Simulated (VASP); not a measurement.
Input of a VASP 6.6.1 run:

Contents of INCAR:

```
PREC = Accurate
ENCUT = 520
EDIFF = 1E-6
ISMEAR = 0
SIGMA = 0.1
LREAL = F
LASPH = T
NELM = 100
ALGO = Normal
ISIF = 2
LWAVE = F
LCHARG = T
GGA = PE
LELF = T
LVHAR = T
NBANDS = 34
```

KPOINTS

```
Automatic mesh
0
Gamma
  6 6 4
```

The input POSCAR:

```
Ga
1.0
    2.2553500000     -3.8224000000      0.0000000000
    2.2553500000      3.8224000000      0.0000000000
    0.0000000000      0.0000000000      4.5167000000
Ga
4
Direct
    0.1525000000      0.8475000000      0.0785000000
    0.6525000000      0.3475000000      0.4215000000
    0.8475000000      0.1525000000      0.9215000000
    0.3475000000      0.6525000000      0.5785000000
```

Potentials or basis: VASP PAW PBE potentials, release 64 (Ga_d).

Run with:

```console
$ cat potpaw_PBE.64/Ga_d/POTCAR > POTCAR
$ mpirun -np 1 vasp_std > vasp.out
```

Estimate the band gap on the k mesh.

zero (bands 26 and 27 overlap by 1.12 eV).

Predict the largest force.

0.457 eV/Å.

What does it give for the pressure?

2.5 GPa.

Forces on the atoms (eV/Å):
```
Ga   0.000 -0.441  0.117
Ga   0.000 -0.441 -0.117
Ga   0.000  0.441 -0.117
Ga   0.000  0.441  0.117
```
